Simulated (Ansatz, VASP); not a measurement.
**Two plane-wave programs on AgCl**

The input INCAR:

```
PREC = Accurate ; ENCUT = 520
EDIFF = 1E-6 ; ISMEAR = 0
SIGMA = 0.05 ; LREAL = False
LASPH = True ; NELM = 100
ALGO = Normal ; ISIF = 2
LWAVE = False ; LCHARG = True
GGA = CA ; LELF = True
LVHAR = True ; NBANDS = 16
```

Contents of KPOINTS:

```
regular mesh
0
Gamma
  8 8 8
```

Contents of POSCAR:

```
AgCl
1.0
    0.0000000000      2.7454185000      2.7731500000
    2.7731500000      0.0000000000      2.7731500000
    2.7731500000      2.7454185000      0.0000000000
Ag Cl
1 1
Direct
    0.5000000000      0.5000000000      0.5000000000
    0.0000000000      0.0000000000      0.0000000000
```

Input for Ansatz:

```yaml
crystal:
  lattice:
    - [0.0, 2.7454185, 2.77315]
    - [2.77315, 0.0, 2.77315]
    - [2.77315, 2.7454185, 0.0]
  atoms:
    - { symbol: Ag, position: [0.5, 0.5, 0.5] }
    - { symbol: Cl, position: [0.0, 0.0, 0.0] }
basis:
  ecutwfc: 420
kpoints:
  mp_grid: { grid: [8, 8, 8] }
hamiltonian:
  xc: lda
scf:
  occupations: { method: gaussian, width: 0.05 }
output:
  forces: true
  stress: true
  eigenvalues: true
```

Change from the starting cell: strain -0.0100 x Voigt [0, 1, 0, 0, 0, 0], atoms carried along.

Alike in both runs: task single point; functional LDA; k mesh 8 × 8 × 8; occupations gaussian, width 0.05 eV; no spin polarisation.

|  | VASP | Ansatz |
| --- | --- | --- |
| version | VASP 6.6.1 | Ansatz 0.2.0 |
| potentials or method | VASP PAW LDA potentials, release 64 (Ag, Cl), cutoff 520 eV | scalar-relativistic, plane waves, PAW |
| valence electrons in the cell | 18 | 26 |

```tsv
	VASP	Ansatz	Ansatz less VASP
gap on the k mesh at the Fermi level (eV)	0.61	0.58	-0.028
least direct gap on the mesh (eV)	2.97	2.95	-0.027
pressure (GPa)	-5.2	-5.2	0.00
traceless stress, the component that is largest in VASP (GPa)	0.06	0.05	-0.003
```

LDA's correlation is that of Perdew and Zunger in VASP and of Perdew and Wang (1992) in Ansatz. VASP's potentials hold 18 valence electrons a cell and Ansatz's 26, so a difference there can come from the potentials and not from the codes.
